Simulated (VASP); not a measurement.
Wanted: the native input for a VASP 6.6.1 run.

- Task: single point
- Functional: PBE
- Dispersion: D3(BJ)
- Potentials or basis: VASP PAW PBE potentials, release 64 (Au)
- Cutoff: 520 eV
- k mesh: 8 × 8 × 8
- Occupations: gaussian, width 0.1 eV
- Spin: no spin polarisation
- Dipole correction: no
- Further INCAR settings: ALGO = Fast; EDIFF = 1e-06; NBANDS = 12

The structure of Au lies in POSCAR:

```
Au
1.0
    0.0000000000      2.0350000000      2.0350000000
    2.0350000000      0.0000000000      2.0350000000
    2.0350000000      2.0350000000      0.0000000000
Au
1
Direct
    0.0000000000      0.0000000000      0.0000000000
```

The input as run:

INCAR

```
SYSTEM = Au
ALGO = Fast
EDIFF = 1E-6
ENCUT = 520
GGA = PE
ISIF = 2
ISMEAR = 0
IVDW = 12
LASPH = .TRUE.
LCHARG = .FALSE.
LREAL = .FALSE.
LWAVE = .FALSE.
NBANDS = 12
NELM = 100
PREC = Accurate
SIGMA = 0.1
```

KPOINTS

```
k-points
0
G
  8 8 8
  0 0 0
```

Potentials or basis: VASP PAW PBE potentials, release 64 (Au).

Command:

```sh
$ cat potpaw_PBE.64/Au/POTCAR > POTCAR
$ mpirun -np 1 vasp_std > vasp.out
```

Results of the run:

* Pressure: 4.9 GPa
* Band gap on the k mesh: zero (an odd number of electrons rules out a gap without spin polarisation)
* Dispersion energy per atom: -0.673 eV

Caveat: the cell stands under pressure; spin-orbit coupling is left out, which moves the levels of the heavy elements.

Run time: 8.5 s on 1 thread of Intel Xeon 8259CL, on a shared host, peak memory 0.15 GiB.
